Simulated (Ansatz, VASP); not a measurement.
## Two plane-wave programs on CaTiSe3

INCAR

```
SYSTEM = CaTiSe3
PREC = Accurate
ENCUT = 520
EDIFF = 1E-6
ISMEAR = 0
SIGMA = 0.1
LREAL = .False.
LASPH = .True.
NELM = 150
ALGO = Normal
ISIF = 2
LWAVE = .False.
LCHARG = .False.
ISPIN = 2
MAGMOM = 0 1 0 0 0
LORBIT = 11
LMAXMIX = 4
GGA = PE
NBANDS = 32
```

File KPOINTS:

```
Automatic mesh
0
Gamma
  4 4 4
  0 0 0
```

The input POSCAR:

```
CaTiSe3
1.0
    5.0381084300      0.0000000000      0.0000000000
    0.0000000000      5.0381084300      0.0000000000
    0.0000000000      0.0000000000      5.0381084300
Ca Ti Se
1 1 3
Direct
    0.5000000000      0.5000000000      0.5000000000
    0.0000000000      0.0000000000      0.0000000000
    0.5000000000      0.0000000000      0.0000000000
    0.0000000000      0.5000000000      0.0000000000
    0.0000000000      0.0000000000      0.5000000000
```

Input for Ansatz:

```yaml
crystal:
  lattice:
    - [5.03810843, 0.0, 0.0]
    - [0.0, 5.03810843, 0.0]
    - [0.0, 0.0, 5.03810843]
  atoms:
    - { symbol: Ca, position: [0.5, 0.5, 0.5] }
    - { symbol: Ti, position: [0.0, 0.0, 0.0], spin: 1.0 }
    - { symbol: Se, position: [0.5, 0.0, 0.0] }
    - { symbol: Se, position: [0.0, 0.5, 0.0] }
    - { symbol: Se, position: [0.0, 0.0, 0.5] }
basis:
  ecutwfc: 420
kpoints:
  mp_grid: { grid: [4, 4, 4] }
hamiltonian:
  xc: pbe
scf:
  occupations: { method: gaussian, width: 0.1 }
  lower_state_search: "off"
output:
  forces: true
  stress: true
  eigenvalues: true
  populations: true
magnetization:
  spin_polarized: true
```

Alike in both runs: task single point; functional PBE; k mesh 4 × 4 × 4; occupations gaussian, width 0.1 eV; collinear spin.

|  | VASP | Ansatz |
| --- | --- | --- |
| version | VASP 6.6.1 | Ansatz 0.2.0 |
| potentials or method | VASP PAW PBE potentials, release 64 (Ca_sv, Ti_sv, Se), cutoff 520 eV | scalar-relativistic, plane waves, PAW |
| valence electrons in the cell | 40 | 70 |

|  | VASP | Ansatz | Ansatz less VASP |
| --- | --- | --- | --- |
| gap on the k mesh at the Fermi level (eV) | none | none | - |
| pressure (GPa) | -1.9 | -2.0 | -0.09 |
| net moment per atom (μB) | 0.00 | 0.00 | 0.000 |

A gap of «none» marks a metal or a gap that the smearing closes. VASP's potentials hold 40 valence electrons a cell and Ansatz's 70, so a difference there can come from the potentials and not from the codes. Ansatz's warnings: seeded moment not kept.
